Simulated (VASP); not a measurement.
A run of VASP 6.6.1:

The input INCAR:

```
SYSTEM = Sr
  PREC = Accurate
  ENCUT = 520
  EDIFF = 1E-6
  ISMEAR = -1
  SIGMA = 0.1
  LREAL = .False.
  LASPH = .True.
  NELM = 80
  ALGO = Normal
  ISIF = 2
  LWAVE = .False.
  LCHARG = .False.
  GGA = PS
  NBANDS = 22
```

KPOINTS

```
regular mesh
0
Gamma
  6 6 9
  0 0 0
```

POSCAR

```
Sr
1.0
    6.9037264106      0.0000000000      0.0000000000
   -3.4518632053      5.9788024524      0.0000000000
    0.0000000000      0.0000000000      4.1181980644
Sr
3
Direct
    0.0000000000      1.0000000000      0.0000000000
    0.3333333333      0.6666666667      0.5000000000
    0.6666666667      0.3333333333      0.5000000000
```

Potentials or basis: VASP PAW PBE potentials, release 64 (Sr_sv).

Launch:

```bash
$ cat potpaw_PBE.64/Sr_sv/POTCAR > POTCAR
$ mpirun -np 1 vasp_std > vasp.out
```

Hardware: 1 thread of Intel Xeon 8259CL, on a shared host.

Q: Estimate the wall time of this run.

A: It took 3 min on 1 thread of Intel Xeon 8259CL, with other jobs on the host, peak memory 0.34 GiB. Counts: scf iterations 13, k points 35.
